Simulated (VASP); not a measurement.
Here is a VASP 6.6.1 calculation.

INCAR

```
ALGO = Normal ; EDIFF = 1E-7
ENCUT = 520 ; GGA = PE
ISIF = 2 ; ISMEAR = 0
LASPH = True ; LCHARG = False
LREAL = False ; LWAVE = False
NBANDS = 54 ; NELM = 80
PREC = Accurate ; SIGMA = 0.2
```

The input KPOINTS:

```
k-points
0
Gamma
  4 4 2
```

POSCAR

```
Cs4Br
1.0
    7.5581468000      0.0000000000      0.0000000000
    0.0000000000      7.5581468000      0.0000000000
    0.0000000000      0.0000000000     15.1162936000
Cs Br
8 2
Direct
    0.5000000000      0.0000000000      0.0000000000
    0.5000000000      0.0000000000      0.5000000000
    0.0000000000      0.5000000000      0.0000000000
    0.0000000000      0.5000000000      0.5000000000
    0.0000000000      0.0000000000      0.2500000000
    0.0000000000      0.0000000000      0.7500000000
    0.5000000000      0.5000000000      0.2500000000
    0.5000000000      0.5000000000      0.7500000000
    0.0000000000      0.0000000000      0.0000000000
    0.0000000000      0.0000000000      0.5000000000
```

Potentials or basis: VASP PAW PBE potentials, release 64 (Cs_sv, Br).

The run is started by

```console
$ cat potpaw_PBE.64/Cs_sv/POTCAR potpaw_PBE.64/Br/POTCAR > POTCAR
$ mpirun -np 1 vasp_std > vasp.out
```

(1) Predict the band gap on the k mesh.

(2) Estimate the pressure.

Results:

(1) zero (bands 43 and 44 overlap by 0.66 eV).

(2) 0.0 GPa.

Caveat: spin-orbit coupling is left out, which moves the levels of the heavy elements.
